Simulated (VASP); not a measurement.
# Ru (Fm-3m) in VASP: further runs

Runs on Ru. Level: PBEsol. Tasks: relaxation of cell and atoms, single point.

Program: VASP 6.6.1. These are calculated values, not measurements. Logs are shortened: lines on timing, memory, paths and dates and some standing lists are left out, and cuts for length are marked.

**1. The cell of the first run**

It takes space group Fm-3m (No. 225, cubic). The conventional cell has a = 3.785 Å, b = 3.785 Å, c = 3.785 Å, α = 90.00°, β = 90.00°, γ = 90.00°. Ru (site symmetry m-3m) has 12 Ru at 2.68 Å within 3.5 Å.

**2. Relaxation of cell and atoms, PBEsol**

Input file INCAR:

```
ALGO = Normal
EDIFF = 1E-7
EDIFFG = -0.01
ENCUT = 600
GGA = PS
IBRION = 2
ISIF = 3
ISMEAR = -1
LASPH = T
LCHARG = F
LREAL = F
LWAVE = F
NELM = 80
NSW = 80
PREC = Accurate
SIGMA = 0.1
```

Input file KPOINTS:

```
k-points
0
Gamma
  14 14 14
```

Input file POSCAR:

```
Ru
1.0
    0.0000000000      1.8924348942      1.8924348942
    1.8924348942      0.0000000000      1.8924348942
    1.8924348942      1.8924348942      0.0000000000
Ru
1
Direct
    0.0000000000      0.0000000000      0.0000000000
```

Potentials or basis: VASP PAW PBE potentials, release 64 (Ru_pv).

Launch:

```
> cat potpaw_PBE.64/Ru_pv/POTCAR > POTCAR
> mpirun -np 1 vasp_std > vasp.out
```

OUTCAR:

```text
EDIFF = 1E-7
   EDIFFG = -0.01
   ENCUT = 600
   GGA = PS
   IBRION = 2
   ISIF = 3
   ISMEAR = -1
   LASPH = T
   LREAL = F
   NELM = 80
   NSW = 80
   PREC = Accurate

 ion  position               nearest neighbor table
   1  0.000  0.000  0.000-

  LATTYP: Found a face centered cubic cell.
 ALAT       =     3.7848697884

  Lattice vectors:

 A1 = (   0.0000000000,   1.8924348942,   1.8924348942)
 A2 = (   1.8924348942,   0.0000000000,   1.8924348942)
 A3 = (   1.8924348942,   1.8924348942,   0.0000000000)

Analysis of symmetry for initial positions (statically):
=====================================================================
 Subroutine PRICEL returns:
 Original cell was already a primitive cell.

 Routine SETGRP: Setting up the symmetry group for a
 face centered cubic supercell.

 Subroutine GETGRP returns: Found 48 space group operations
 (whereof 48 operations were pure point group operations)
 out of a pool of 48 trial point group operations.

The static configuration has the point symmetry O_h .

Analysis of symmetry for dynamics (positions and initial velocities):
=====================================================================
 Subroutine PRICEL returns:
 Original cell was already a primitive cell.

 Routine SETGRP: Setting up the symmetry group for a
 face centered cubic supercell.

 Subroutine GETGRP returns: Found 48 space group operations
 (whereof 48 operations were pure point group operations)
 out of a pool of 48 trial point group operations.

The dynamic configuration has the point symmetry O_h .

 Subroutine INISYM returns: Found 48 space group operations
 (whereof 48 operations are pure point group operations),
 and found     1 'primitive' translations

----------------------------------------------------------------------------------------

                                     Primitive cell

  volume of cell :      13.5548

  direct lattice vectors                    reciprocal lattice vectors
     0.000000000  1.892434894  1.892434894    -0.264209882  0.264209882  0.264209882
     1.892434894  0.000000000  1.892434894     0.264209882 -0.264209882  0.264209882
     1.892434894  1.892434894  0.000000000     0.264209882  0.264209882 -0.264209882

  length of vectors
     2.676307093  2.676307093  2.676307093     0.457624939  0.457624939  0.457624939

  position of ions in fractional coordinates (direct lattice)
     0.000000000  0.000000000  0.000000000

  ion indices of the primitive-cell ions
   primitive index   ion index
                 1           1

----------------------------------------------------------------------------------------

 KPOINTS: k-points

Automatic generation of k-mesh.
 Grid dimensions read from file:
 generate k-points for:   14   14   14

 Generating k-lattice:

  Cartesian coordinates                     Fractional coordinates (reciprocal lattice)
    -0.018872134  0.018872134  0.018872134     0.071428571  0.000000000  0.000000000
     0.018872134 -0.018872134  0.018872134     0.000000000  0.071428571  0.000000000
     0.018872134  0.018872134 -0.018872134     0.000000000  0.000000000  0.071428571

  Length of vectors
     0.032687496  0.032687496  0.032687496

  Shift w.r.t. Gamma in fractional coordinates (k-lattice)
     0.000000000  0.000000000  0.000000000

 Subroutine IBZKPT returns following result:
 ===========================================

 Found    104 irreducible k-points:

 Following reciprocal coordinates:
            Coordinates               Weight
  0.000000  0.000000  0.000000      1.000000
  0.071429  0.000000  0.000000      8.000000
  0.142857  0.000000  0.000000      8.000000
  0.214286  0.000000  0.000000      8.000000
  0.285714  0.000000  0.000000      8.000000
  0.357143  0.000000  0.000000      8.000000
[... 16 lines left out ...]
  0.214286  0.142857  0.000000     24.000000
  0.285714  0.142857  0.000000     24.000000
 [... further k-points ...]
   k-points           NKPTS =    104   k-points in BZ     NKDIM =    104   number of bands    NBANDS=     11
   number of dos      NEDOS =    301   number of ions     NIONS =      1
   total plane-waves  NPLWV =  13824
   dimension x,y,z NGX =    24 NGY =   24 NGZ =   24
   dimension x,y,z NGXF=    48 NGYF=   48 NGZF=   48
   ions per type =               1
   NGX,Y,Z   is equivalent  to a cutoff of  14.91, 14.91, 14.91 a.u.
   NGXF,Y,Z  is equivalent  to a cutoff of  29.82, 29.82, 29.82 a.u.
 SYSTEM =  unknown system
   PREC   = accura    normal or accurate (medium, high low for compatibility)
   ISTART =      0    job   : 0-new  1-cont  2-samecut
   ICHARG =      2    charge: 1-file 2-atom 10-const
   ISPIN  =      1    spin polarized calculation?
   LNONCOLLINEAR =      F non collinear calculations
   LSORBIT =      F    spin-orbit coupling
   LASPH  =      T    aspherical Exc in radial PAW
   ENCUT  =  600.0 eV  44.10 Ry    6.64 a.u.   5.35  5.35  5.35*2*pi/ulx,y,z
   NELM   =     80;   NELMIN=  2; NELMDL= -5     # of ELM steps
   EDIFF  = 0.1E-06   stopping-criterion for ELM
   LREAL  =      F    real-space projection
   EDIFFG = -.1E-01   stopping-criterion for IOM
   NSW    =     80    number of steps for IOM
   IBRION =      2    ionic relax: 0-MD 1-quasi-New 2-CG
   NFREE  =      1    steps in history (QN), initial steepest desc. (CG)
   ISIF   =      3    stress and relaxation
   ISYM   =      2    0-nonsym 1-usesym 2-fastsym
   POTIM  = 0.5000    time-step for ionic-motion
   TEBEG  =    0.0;   TEEND  =   0.0 temperature during run
   PSTRESS=    0.0 pullay stress
   NELECT =      14.0000    total number of electrons
   NUPDOWN=      -1.0000    fix difference up-down
   EMIN   =  10.00;   EMAX   =-10.00  energy-range for DOS
   EFERMI =   0.00;   METHOD = LEGACY
   ISMEAR =    -1;   SIGMA  =   0.10  broadening in eV -4-tet -1-fermi 0-gaus
   EFERMI_NEDOS =   21; number of points for ismear=-14 and -15
   IALGO  =     38    algorithm
   IMIX   =      4    mixing-type and parameters
     AMIX     =   0.40;   BMIX     =  1.00
     AMIX_MAG =   1.60;   BMIX_MAG =  1.00
  volume/ion in A,a.u.               =      13.55        91.47
  Fermi-wavevector in a.u.,A,eV,Ry     =   1.654829  3.127174 37.259015  2.738460
  Thomas-Fermi vector in A             =   2.743030
   LORBIT       =      0    0 simple, 1 ext, 2 COOP (PROOUT), +10 PAW based schemes
   GGA     = PS    functional components
   LHFCALC =     F    Hartree Fock is set to
   AEXX    =    0.0000 exact exchange contribution
   IVDW    =     0    specifies the selected vdW correction
   LEPSILON=     F    determine dielectric tensor
   LRPA    =     F    only Hartree local field effects (RPA)
 conjugate gradient relaxation of ions
 non-spin polarized calculation
  energy-cutoff  :      600.00
  volume of cell :       13.55
 maximum number of plane-waves:       465
 NGX is ok and might be reduce to    24
   NGX = 11   NGY = 11   NGZ = 11

--------------------------------------- Ionic step        1  -------------------------------------------

 number of electron      14.0000002 magnetization

 Free energy of the ion-electron system (eV)
  ---------------------------------------------------
  ext. energy  EPLUGINS =         0.00000000
  ---------------------------------------------------
  free energy    TOTEN  =       -10.06416896 eV

  energy without entropy =      -10.02354000  energy(sigma->0) =      -10.04385448

------------------------ aborting loop because EDIFF is reached ----------------------------------------

  FORCE on cell =-STRESS in cart. coord.  units (eV):
  Direction    XX          YY          ZZ          XY          YZ          ZX
  --------------------------------------------------------------------------------------
  -------------------------------------------------------------------------------------
  Total       -0.3374667     -0.3374667     -0.3374667     -0.0000000      0.0000000      0.0000000
  in kB      -39.8885910    -39.8885910    -39.8885910     -0.0000000      0.0000000      0.0000000
  external PRESSURE =     -39.8885910 kB  Pullay stress =       0.0000000 kB
[... 55 lines left out ...]
  energy  without entropy=      -10.0074390635  energy(sigma->0) =      -10.02658405

--------------------------------------- Ionic step        3  -------------------------------------------

 number of electron      14.0000002 magnetization

 Free energy of the ion-electron system (eV)
  ---------------------------------------------------
  ext. energy  EPLUGINS =         0.00000000
  ---------------------------------------------------
  free energy    TOTEN  =       -10.06621439 eV

  energy without entropy =      -10.02617295  energy(sigma->0) =      -10.04619367

 E-fermi :  12.8338     XC(G=0): -14.3630

 val. band max:       12.8220941539   @ k =   0.0714   0.0714   0.0000
 cond. band min:      12.8352899050   @ k =   0.3571   0.2143   0.0714
 fundamental gap:      0.0131957512
 Fermi energy:        12.8338247534

 k-point     1 :       0.0000    0.0000    0.0000
  band No.  band energies     occupation
      1     -29.5096      2.00000
      2     -29.5096      2.00000
      3     -29.5096      2.00000
      4       4.7959      2.00000
      5      10.2199      2.00000
      6      10.2199      2.00000
      7      10.2199      2.00000
      8      12.7402      1.43649
      9      12.7402      1.43649
     10      23.2544      0.00000
     11      27.8692      0.00000
[... 309 lines left out ...]
 k-point    24 :       0.2857    0.1429    0.0000
  band No.  band energies     occupation
      1     -30.0776      2.00000
      2     -29.6638      2.00000
      3     -29.6521      2.00000
      4       7.1727      2.00000
      5       8.9691      2.00000
      6      10.5708      2.00000
      7      11.2829      2.00000
      8      12.7132      1.53909
      9      13.6121      0.00083
     10      23.2539      0.00000
     11      29.1429      0.00000

 [... further k-points ...]
[... 5 lines left out ...]
  --------------------------------------------------------------------------------------
  -------------------------------------------------------------------------------------
  Total       -0.0041393     -0.0041393     -0.0041393      0.0000000      0.0000000      0.0000000
  in kB       -0.4951165     -0.4951165     -0.4951165      0.0000000      0.0000000      0.0000000
  external PRESSURE =      -0.4951165 kB  Pullay stress =       0.0000000 kB
[... 16 lines left out ...]
  FREE ENERGIE OF THE ION-ELECTRON SYSTEM (eV)
  ---------------------------------------------------
  free  energy   TOTEN  =       -10.0662143926 eV

  energy  without entropy=      -10.0261729550  energy(sigma->0) =      -10.04619367

 reached required accuracy - stopping structural energy minimisation
```

It took 20 s on 1 thread of Intel Xeon 6975P-C (Granite Rapids), shared host; peak memory 0.16 GiB.

What came out:

```
Free energy                            : -10.0662 eV
Relaxed volume                         : 13.39 Å³/atom
Relaxed cell                           : a = 2.666 Å, b = 2.666 Å, c = 2.666 Å, α = 60.00°, β = 60.00°, γ = 60.00°
Space group after relaxing (to 0.05 Å) : Fm-3m (No. 225)
Energy gained by relaxing              : 2.0 meV/atom
Ionic steps                            : 3
Pressure after relaxing                : 0.0 GPa
Band gap on the k mesh                 : zero (band 7 reaches 15.19 eV, above the bottom of band 8 at 11.65 eV)
```

The path:
```tsv
step	energy change (eV)	largest force (eV/Å)	pressure (GPa)	volume (Å³)
1	0.0000	0.0000	-3.99	13.55
2	0.0184	0.0000	13.95	12.90
3	-0.0020	0.0000	-0.05	13.39
```

Final structure:
```yaml
crystal:
  lattice:
    - [0.00000, 1.88496, 1.88496]
    - [1.88496, 0.00000, 1.88496]
    - [1.88496, 1.88496, 0.00000]
  atoms:
    - { symbol: Ru, position: [0.00000, 0.00000, 0.00000] }
```

Caveat: the PAW data sets were made with another functional, which shifts forces and pressure a little.

**3. Single point, PBEsol**

This run uses another cell than the first one, of 13.40 Å³/atom, 0.988 times its volume.

Input file INCAR:

```
  PREC = Accurate
  ENCUT = 520
  EDIFF = 1E-7
  ISMEAR = -1
  SIGMA = 0.1
  LREAL = F
  LASPH = T
  NELM = 80
  ALGO = Normal
  ISIF = 2
  LWAVE = F
  LCHARG = F
  GGA = PS
  NBANDS = 13
```

Input file KPOINTS:

```
Automatic mesh
0
Gamma
  23 23 23
```

Input file POSCAR:

```
Ru
1.0
    0.0000000000      1.8850056036      1.8850056036
    1.8850056036      0.0000000000      1.8850056036
    1.8850056036      1.8850056036      0.0000000000
Ru
1
Direct
    0.0000000000      0.0000000000      0.0000000000
```

Potentials or basis: VASP PAW PBE potentials, release 64 (Ru_pv).

Launch:

```
> cat potpaw_PBE.64/Ru_pv/POTCAR > POTCAR
> mpirun -np 1 vasp_std > vasp.out
```

It took 31 s on 1 thread of Intel Xeon 6975P-C (Granite Rapids), shared host; peak memory 0.17 GiB.

It converged, with:

* Free energy: -10.0694 eV
* Pressure: -0.2 GPa
* Band gap on the k mesh: zero (band 7 reaches 15.15 eV, above the bottom of band 8 at 11.59 eV)

Levels at points of the mesh, in eV from the Fermi level:
| k point | band 5 | band 6 | band 7 | band 8 | band 9 | band 10 |
| --- | --- | --- | --- | --- | --- | --- |
| (0.00, 0.00, 0.00) | -2.65 | -2.65 | -2.65 | -0.13 | -0.13 | 10.38 |

Caveat: the PAW data sets were made with another functional, which shifts forces and pressure a little.
